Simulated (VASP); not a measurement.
Wanted: the native input for a VASP 6.6.1 run.

```
Task                   : relaxation of cell and atoms
Functional             : PBE
Potentials or basis    : VASP PAW PBE potentials, release 64 (Na_pv, H)
Cutoff                 : 600 eV
k mesh                 : 12 × 12 × 10
Occupations            : gaussian, width 0.1 eV
Spin                   : no spin polarisation
Dipole correction      : no
Further INCAR settings : ALGO = Normal; EDIFF = 1e-06; IBRION = 2; EDIFFG = -0.01; NSW = 100; ISIF = 3
```

The structure of NaH3 lies in POSCAR:

```
NaH3
1.0
    4.8430635808      0.0000000000      0.0000000000
   -2.4215317904      4.1942160931      0.0000000000
    0.0000000000      0.0000000000      3.8873057710
Na H
2 6
Direct
    0.3333333333      0.6666666667      0.2500000000
    0.6666666667      0.3333333333      0.7500000000
    0.8330000000      0.6660000000      0.2500000000
    0.1670000000      0.8330000000      0.7500000000
    0.3340000000      0.1670000000      0.2500000000
    0.1670000000      0.3340000000      0.7500000000
    0.8330000000      0.1670000000      0.2500000000
    0.6660000000      0.8330000000      0.7500000000
```

These files were run (other wordings do the same):

INCAR

```
SYSTEM = NaH3
PREC = Accurate
ENCUT = 600
EDIFF = 1E-6
ISMEAR = 0
SIGMA = 0.1
LREAL = .False.
LASPH = .True.
NELM = 60
ALGO = Normal
ISIF = 3
LWAVE = .False.
LCHARG = .False.
GGA = PE
IBRION = 2
NSW = 100
EDIFFG = -0.01
```

KPOINTS

```
Automatic mesh
0
Gamma
  12 12 10
  0 0 0
```

Potentials or basis: VASP PAW PBE potentials, release 64 (Na_pv, H).

Launch:

```sh
$ cat potpaw_PBE.64/Na_pv/POTCAR potpaw_PBE.64/H/POTCAR > POTCAR
$ mpirun -np 1 vasp_std > vasp.out
```

It gave:

The relaxed volume is 9.25 Å³/atom and the relaxed cell is a = 4.865 Å, b = 4.865 Å, c = 3.610 Å, α = 90.00°, β = 90.00°, γ = 120.00°. The space group after relaxing (to 0.1 Å) is P6_3/mmc (No. 194). The energy gained by relaxing is 317.1 meV/atom. The ionic steps are 39, the pressure after relaxing is 0.0 GPa and the largest force after relaxing is 0.009 eV/Å. The band gap on the k mesh is zero (bands 10 and 11 overlap by 1.18 eV).

Wall time 23 min on 1 thread of Oxide Virtual Turin-like Processor (shared host), peak memory 0.29 GiB.
